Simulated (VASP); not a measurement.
Set up this calculation in VASP 6.6.1, as the native input.

```yaml
Task: single point
Functional: PBEsol
Potentials_or_basis: VASP PAW PBE potentials, release 64 (Zn, Si, P)
Cutoff: 520 eV
k_mesh: 8 × 8 × 8
Occupations: gaussian, width 0.02 eV
Spin: no spin polarisation
Dipole_correction: no
Further_INCAR_settings: ALGO = Normal; EDIFF = 1e-07; NBANDS = 36
```

The structure of ZnSiP2 lies in POSCAR:

```
ZnSiP2
1.0
   -2.6764329636      2.6764329636      5.2230981673
    2.6764329636     -2.6764329636      5.2230981673
    2.6764329636      2.6764329636     -5.2230981673
Zn Si P
2 2 4
Direct
    0.0000000000      0.0000000000      0.0000000000
    0.7500000000      0.2500000000      0.5000000000
    0.5000000000      0.5000000000      0.0000000000
    0.2500000000      0.7500000000      0.5000000000
    0.3750000000      0.3895429955      0.5145429955
    0.8750000000      0.8604570045      0.4854570045
    0.6104570045      0.1250000000      0.9854570045
    0.1395429955      0.6250000000      0.0145429955
```

One way to write it, as run:

INCAR

```
PREC = Accurate
ENCUT = 520
EDIFF = 1E-7
ISMEAR = 0
SIGMA = 0.02
LREAL = F
LASPH = T
NELM = 100
ALGO = Normal
ISIF = 2
LWAVE = F
LCHARG = F
GGA = PS
NBANDS = 36
```

KPOINTS

```
regular mesh
0
Gamma
  8 8 8
```

Potentials or basis: VASP PAW PBE potentials, release 64 (Zn, Si, P).

Launch:

```sh
$ cat potpaw_PBE.64/Zn/POTCAR potpaw_PBE.64/Si/POTCAR potpaw_PBE.64/P/POTCAR > POTCAR
$ mpirun -np 1 vasp_std > vasp.out
```

Results of the run:

```json
{"Pressure": "0.1 GPa", "Largest force": "0.016 eV/Å", "Band gap on the k mesh": "1.16 eV"}
```

Caveat: the PAW data sets were made with another functional, which shifts forces and pressure a little.

Run time: 5.4 min on 1 thread of Intel(R) Xeon(R) Platinum 8375C CPU @ 2.90GHz (Ice Lake), on a shared host, peak memory 0.49 GiB.
